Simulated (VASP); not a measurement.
Write the native input for VASP 6.6.1 that does the following.

```yaml
Task: single point
Functional: PBE
Potentials_or_basis: VASP PAW PBE potentials, release 64 (Nb_sv, Mo_sv, N)
Cutoff: 600 eV
k_mesh: 6 × 6 × 10
Occupations: gaussian, width 0.1 eV
Spin: no spin polarisation
Dipole_correction: no
Further_INCAR_settings: ALGO = Normal; EDIFF = 1e-06; NBANDS = 36
```

The structure of Nb2MoN3 lies in POSCAR:

```
Nb2MoN3
1.0
    4.8535444311      0.0000000000      0.0000000000
   -2.4267722156      4.2032927757      0.0000000000
    0.0000000000      0.0000000000      2.7630402658
Nb Mo N
2 1 3
Direct
    0.3333333333      0.6666666667      0.0000000000
    0.6666666667      0.3333333333      0.0000000000
    0.0000000000      0.0000000000      0.0000000000
    0.3308236055      0.0000000000      0.5000000000
    0.6691763945      0.6691763945      0.5000000000
    0.0000000000      0.3308236055      0.5000000000
```

One way to write it, as run:

INCAR

```
ALGO     = Normal         # electronic algorithm
EDIFF    = 1E-6           # SCF threshold, eV
ENCUT    = 600            # plane-wave cutoff, eV
GGA      = PE             # functional
GGA_COMPAT= False        
ISIF     = 2              # what is computed and relaxed
ISMEAR   = 0              # smearing method
LASPH    = True           # aspherical terms in the spheres
LCHARG   = True           # write CHGCAR
LELF     = True           # ELF
LREAL    = False          # projectors in reciprocal space
LVHAR    = True         
LWAVE    = False          # write WAVECAR
NBANDS   = 36             # bands
NELM     = 120            # most SCF steps
PREC     = Accurate       # precision mode
SIGMA    = 0.1            # smearing width, eV
```

KPOINTS

```
k-points
0
Gamma
  6 6 10
```

Potentials or basis: VASP PAW PBE potentials, release 64 (Nb_sv, Mo_sv, N).

Run with:

```bash
$ cat potpaw_PBE.64/Nb_sv/POTCAR potpaw_PBE.64/Mo_sv/POTCAR potpaw_PBE.64/N/POTCAR > POTCAR
$ mpirun -np 1 vasp_std > vasp.out
```

It gave:

| Quantity | Value |
| --- | --- |
| Pressure | 54.0 GPa |
| Largest force | 0.042 eV/Å |
| Band gap on the k mesh | zero (an odd number of electrons rules out a gap without spin polarisation) |

Caveat: the cell stands under pressure; an odd number of electrons without spin polarisation forces a metal; a magnetic or distorted state may lie lower.

Run time: 2.7 min on 1 thread of Intel Xeon 8259CL, on a shared host, peak memory 0.25 GiB.
